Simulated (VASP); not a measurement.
# Si (Fd-3m) in VASP: further runs, part 2 of 2

VASP 6.6.1. Earlier steps stand in the parts before.

**3. Relaxation of cell and atoms, PBEsol**

Contents of INCAR:

```
ALGO     = Normal         # electronic algorithm
EDIFF    = 1E-6           # SCF threshold, eV
EDIFFG   = -0.005         # ionic threshold
ENCUT    = 600            # plane-wave cutoff, eV
GGA      = PS             # functional
IBRION   = 2              # ionic algorithm
ISIF     = 3              # what is computed and relaxed
ISMEAR   = 0              # smearing method
LASPH    = T              # aspherical terms in the spheres
LCHARG   = F              # write CHGCAR
LREAL    = F              # projectors in reciprocal space
LWAVE    = F              # write WAVECAR
NELM     = 80             # most SCF steps
NSW      = 100            # ionic steps
PREC     = Accurate       # precision mode
SIGMA    = 0.02           # smearing width, eV
```

Contents of KPOINTS:

```
k-points
0
Gamma
  12 12 12
```

Contents of POSCAR:

```
Si
1.0
    0.0000000000      2.7169171382      2.7169171382
    2.7169171382      0.0000000000      2.7169171382
    2.7169171382      2.7169171382      0.0000000000
Si
2
Direct
    0.7500000000      0.7500000000      0.7500000000
    0.5000000000      0.5000000000      0.5000000000
```

Potentials or basis: VASP PAW PBE potentials, release 64 (Si).

Started as:

```
cat potpaw_PBE.64/Si/POTCAR > POTCAR
mpirun -np 1 vasp_std > vasp.out
```

OUTCAR:

```text
EDIFF = 1E-6
   EDIFFG = -0.005
   ENCUT = 600
   GGA = PS
   IBRION = 2
   ISIF = 3
   ISMEAR = 0
   LASPH = T
   LREAL = F
   NELM = 80
   NSW = 100
   PREC = Accurate

 ion  position               nearest neighbor table
   1  0.750  0.750  0.750-   2 2.35   2 2.35   2 2.35   2 2.35
   2  0.500  0.500  0.500-   1 2.35   1 2.35   1 2.35   1 2.35

  LATTYP: Found a face centered cubic cell.
 ALAT       =     5.4338342764

  Lattice vectors:

 A1 = (   0.0000000000,   2.7169171382,   2.7169171382)
 A2 = (   2.7169171382,   0.0000000000,   2.7169171382)
 A3 = (   2.7169171382,   2.7169171382,   0.0000000000)

Analysis of symmetry for initial positions (statically):
[... 5 lines left out ...]
 face centered cubic supercell.

 Subroutine GETGRP returns: Found 48 space group operations
 (whereof 24 operations were pure point group operations)
 out of a pool of 48 trial point group operations.

The static configuration has the point symmetry T_d .
 The point group associated with its full space group is O_h .

Analysis of symmetry for dynamics (positions and initial velocities):
[... 5 lines left out ...]
 face centered cubic supercell.

 Subroutine GETGRP returns: Found 48 space group operations
 (whereof 24 operations were pure point group operations)
 out of a pool of 48 trial point group operations.

The dynamic configuration has the point symmetry T_d .
 The point group associated with its full space group is O_h .

 Subroutine INISYM returns: Found 48 space group operations
 (whereof 24 operations are pure point group operations),
 and found     1 'primitive' translations

----------------------------------------------------------------------------------------

                                     Primitive cell

  volume of cell :      40.1106

  direct lattice vectors                    reciprocal lattice vectors
     0.000000000  2.716917138  2.716917138    -0.184032112  0.184032112  0.184032112
     2.716917138  0.000000000  2.716917138     0.184032112 -0.184032112  0.184032112
     2.716917138  2.716917138  0.000000000     0.184032112  0.184032112 -0.184032112

  length of vectors
     3.842301065  3.842301065  3.842301065     0.318752969  0.318752969  0.318752969

  position of ions in fractional coordinates (direct lattice)
     0.750000000  0.750000000  0.750000000
     0.500000000  0.500000000  0.500000000

  ion indices of the primitive-cell ions
   primitive index   ion index
                 1           1
                 2           2

----------------------------------------------------------------------------------------

 KPOINTS: k-points

Automatic generation of k-mesh.
 Grid dimensions read from file:
 generate k-points for:   12   12   12

 Generating k-lattice:

  Cartesian coordinates                     Fractional coordinates (reciprocal lattice)
    -0.015336009  0.015336009  0.015336009     0.083333333  0.000000000  0.000000000
     0.015336009 -0.015336009  0.015336009     0.000000000  0.083333333  0.000000000
     0.015336009  0.015336009 -0.015336009     0.000000000  0.000000000  0.083333333

  Length of vectors
     0.026562747  0.026562747  0.026562747

  Shift w.r.t. Gamma in fractional coordinates (k-lattice)
     0.000000000  0.000000000  0.000000000

 Subroutine IBZKPT returns following result:
 ===========================================

 Found     72 irreducible k-points:

 Following reciprocal coordinates:
            Coordinates               Weight
  0.000000  0.000000  0.000000      1.000000
  0.083333  0.000000  0.000000      8.000000
  0.166667  0.000000  0.000000      8.000000
  0.250000  0.000000  0.000000      8.000000
  0.333333  0.000000  0.000000      8.000000
  0.416667  0.000000  0.000000      8.000000
[... 16 lines left out ...]
  0.500000  0.166667  0.000000     24.000000
 -0.416667  0.166667  0.000000     24.000000
 [... further k-points ...]
   k-points           NKPTS =     72   k-points in BZ     NKDIM =     72   number of bands    NBANDS=      8
   number of dos      NEDOS =    301   number of ions     NIONS =      2
   total plane-waves  NPLWV =  32768
   dimension x,y,z NGX =    32 NGY =   32 NGZ =   32
   dimension x,y,z NGXF=    64 NGYF=   64 NGZF=   64
   ions per type =               2
   NGX,Y,Z   is equivalent  to a cutoff of  13.85, 13.85, 13.85 a.u.
   NGXF,Y,Z  is equivalent  to a cutoff of  27.69, 27.69, 27.69 a.u.
 SYSTEM =  unknown system
   PREC   = accura    normal or accurate (medium, high low for compatibility)
   ISTART =      0    job   : 0-new  1-cont  2-samecut
   ICHARG =      2    charge: 1-file 2-atom 10-const
   ISPIN  =      1    spin polarized calculation?
   LNONCOLLINEAR =      F non collinear calculations
   LSORBIT =      F    spin-orbit coupling
   LASPH  =      T    aspherical Exc in radial PAW
   ENCUT  =  600.0 eV  44.10 Ry    6.64 a.u.   7.67  7.67  7.67*2*pi/ulx,y,z
   NELM   =     80;   NELMIN=  2; NELMDL= -5     # of ELM steps
   EDIFF  = 0.1E-05   stopping-criterion for ELM
   LREAL  =      F    real-space projection
   EDIFFG = -.5E-02   stopping-criterion for IOM
   NSW    =    100    number of steps for IOM
   IBRION =      2    ionic relax: 0-MD 1-quasi-New 2-CG
   NFREE  =      1    steps in history (QN), initial steepest desc. (CG)
   ISIF   =      3    stress and relaxation
   ISYM   =      2    0-nonsym 1-usesym 2-fastsym
   POTIM  = 0.5000    time-step for ionic-motion
   TEBEG  =    0.0;   TEEND  =   0.0 temperature during run
   PSTRESS=    0.0 pullay stress
   NELECT =       8.0000    total number of electrons
   NUPDOWN=      -1.0000    fix difference up-down
   EMIN   =  10.00;   EMAX   =-10.00  energy-range for DOS
   EFERMI =   0.00;   METHOD = LEGACY
   ISMEAR =     0;   SIGMA  =   0.02  broadening in eV -4-tet -1-fermi 0-gaus
   EFERMI_NEDOS =   21; number of points for ismear=-14 and -15
   IALGO  =     38    algorithm
   IMIX   =      4    mixing-type and parameters
     AMIX     =   0.40;   BMIX     =  1.00
     AMIX_MAG =   1.60;   BMIX_MAG =  1.00
  volume/ion in A,a.u.               =      20.06       135.34
  Fermi-wavevector in a.u.,A,eV,Ry     =   0.956500  1.807523 12.447872  0.914893
  Thomas-Fermi vector in A             =   2.085434
   LORBIT       =      0    0 simple, 1 ext, 2 COOP (PROOUT), +10 PAW based schemes
   GGA     = PS    functional components
   LHFCALC =     F    Hartree Fock is set to
   AEXX    =    0.0000 exact exchange contribution
   IVDW    =     0    specifies the selected vdW correction
   LEPSILON=     F    determine dielectric tensor
   LRPA    =     F    only Hartree local field effects (RPA)
 conjugate gradient relaxation of ions
 non-spin polarized calculation
 Gauss-broadening in eV      SIGMA  =   0.02
  energy-cutoff  :      600.00
  volume of cell :       40.11
 maximum number of plane-waves:      1363
   NGX = 15   NGY = 15   NGZ = 15

--------------------------------------- Ionic step        1  -------------------------------------------

 number of electron       7.9999999 magnetization

 Free energy of the ion-electron system (eV)
  ---------------------------------------------------
  ext. energy  EPLUGINS =         0.00000000
  ---------------------------------------------------
  free energy    TOTEN  =       -11.49319909 eV

  energy without entropy =      -11.49319909  energy(sigma->0) =      -11.49319909

------------------------ aborting loop because EDIFF is reached ----------------------------------------

  FORCE on cell =-STRESS in cart. coord.  units (eV):
  Direction    XX          YY          ZZ          XY          YZ          ZX
  --------------------------------------------------------------------------------------
  -------------------------------------------------------------------------------------
  Total        0.0261580      0.0261580      0.0261580      0.0000000      0.0000000      0.0000000
  in kB        1.0448531      1.0448531      1.0448531      0.0000000      0.0000000      0.0000000
  external PRESSURE =       1.0448531 kB  Pullay stress =       0.0000000 kB
[... 57 lines left out ...]
  energy  without entropy=      -11.4932036277  energy(sigma->0) =      -11.49320363

--------------------------------------- Ionic step        3  -------------------------------------------

 number of electron       7.9999999 magnetization

 Free energy of the ion-electron system (eV)
  ---------------------------------------------------
  ext. energy  EPLUGINS =         0.00000000
  ---------------------------------------------------
  free energy    TOTEN  =       -11.49321162 eV

  energy without entropy =      -11.49321162  energy(sigma->0) =      -11.49321162

 E-fermi :   5.8502     XC(G=0):  -9.5427

 val. band max:        5.7611812792   @ k =   0.0000   0.0000   0.0000
 cond. band min:       6.2228502328   @ k =   0.4167   0.4167   0.0000
 fundamental gap:      0.4616689537
 Fermi energy:         5.8502120118

 k-point     1 :       0.0000    0.0000    0.0000
  band No.  band energies     occupation
      1      -6.2096      2.00000
      2       5.7612      2.00000
      3       5.7612      2.00000
      4       5.7612      2.00000
      5       8.2775      0.00000
      6       8.2775      0.00000
      7       8.2775      0.00000
      8       9.0533      0.00000
[... 243 lines left out ...]
 k-point    24 :      -0.4167    0.1667    0.0000
  band No.  band energies     occupation
      1      -3.5938      2.00000
      2      -1.0288      2.00000
      3       2.7431      2.00000
      4       4.1618      2.00000
      5       7.8602      0.00000
      6       9.7528      0.00000
      7      10.0959      0.00000
      8      13.6441      0.00000

 [... further k-points ...]
[... 5 lines left out ...]
  --------------------------------------------------------------------------------------
  -------------------------------------------------------------------------------------
  Total       -0.0004100     -0.0004100     -0.0004100     -0.0000000      0.0000000      0.0000000
  in kB       -0.0163574     -0.0163574     -0.0163574     -0.0000000      0.0000000      0.0000000
  external PRESSURE =      -0.0163574 kB  Pullay stress =       0.0000000 kB
[... 17 lines left out ...]
  FREE ENERGIE OF THE ION-ELECTRON SYSTEM (eV)
  ---------------------------------------------------
  free  energy   TOTEN  =       -11.4932116150 eV

  energy  without entropy=      -11.4932116150  energy(sigma->0) =      -11.49321162

 reached required accuracy - stopping structural energy minimisation
```

Wall time 41 s (1 thread of Intel Xeon Platinum 8375C at 2.90GHz (Ice Lake), shared host); peak memory 0.17 GiB.

Results:

```
Free energy                            : -11.4932 eV
Relaxed volume                         : 20.08 Å³/atom
Relaxed cell                           : a = 3.844 Å, b = 3.844 Å, c = 3.844 Å, α = 60.00°, β = 60.00°, γ = 60.00°
Space group after relaxing (to 0.05 Å) : Fd-3m (No. 227)
Energy gained by relaxing              : 0.0 meV/atom
Ionic steps                            : 3
Pressure after relaxing                : 0.0 GPa
Band gap on the k mesh                 : 0.46 eV, indirect (least direct gap 2.52 eV)
```

Final structure:
```
Si
1.0
     0.00000    2.71791    2.71791
     2.71791    0.00000    2.71791
     2.71791    2.71791    0.00000
Si
2
Direct
  0.75000 0.75000 0.75000
  0.50000 0.50000 0.50000
```

Levels at points of the mesh, in eV from the valence-band top:
| k point | band 1 | band 2 | band 3 | band 4 | band 5 | band 6 | band 7 | band 8 |
| --- | --- | --- | --- | --- | --- | --- | --- | --- |
| (0.00, 0.00, 0.00) | -11.97 | 0.00 | 0.00 | 0.00 | 2.52 | 2.52 | 2.52 | 3.29 |
| (0.50, 0.00, 0.00) | -9.63 | -7.00 | -1.20 | -1.20 | 1.46 | 3.27 | 3.27 | 7.51 |
| (0.50, 0.50, 0.00) | -7.82 | -7.82 | -2.87 | -2.87 | 0.60 | 0.60 | 10.04 | 10.04 |

Caveat: the PAW data sets were made with another functional, which shifts forces and pressure a little. A hybrid or GW would open this gap; PBEsol tends to underestimate it.
